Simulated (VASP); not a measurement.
Input of a VASP 6.6.1 run:

Contents of INCAR:

```
PREC = Accurate
ENCUT = 520
EDIFF = 1E-8
ISMEAR = -1
SIGMA = 0.03
LREAL = False
LASPH = True
NELM = 60
ALGO = Normal
ISIF = 2
LWAVE = False
LCHARG = False
GGA = PS
LEFG = True
NBANDS = 15
```

File KPOINTS:

```
regular mesh
0
Gamma
  16 16 16
```

File POSCAR:

```
TiC
1.0
    0.0000000000      2.1202001280      2.1202001280
    2.1202001280      0.0000000000      2.1202001280
    2.1202001280      2.1202001280      0.0000000000
Ti C
1 1
Direct
    0.0000000000      0.0000000000      0.0000000000
    0.5000000000      0.5000000000      0.5000000000
```

Potentials or basis: VASP PAW PBE potentials, release 64 (Ti_sv, C).

Run with:

```bash
$ cat potpaw_PBE.64/Ti_sv/POTCAR potpaw_PBE.64/C/POTCAR > POTCAR
$ mpirun -np 1 vasp_std > vasp.out
```

Estimate the pressure.

10.9 GPa.

Estimate the band gap on the k mesh.

zero (bands 8 and 9 overlap by 1.10 eV).

Caveat: the cell stands under pressure; the PAW data sets were made with another functional, which shifts forces and pressure a little.
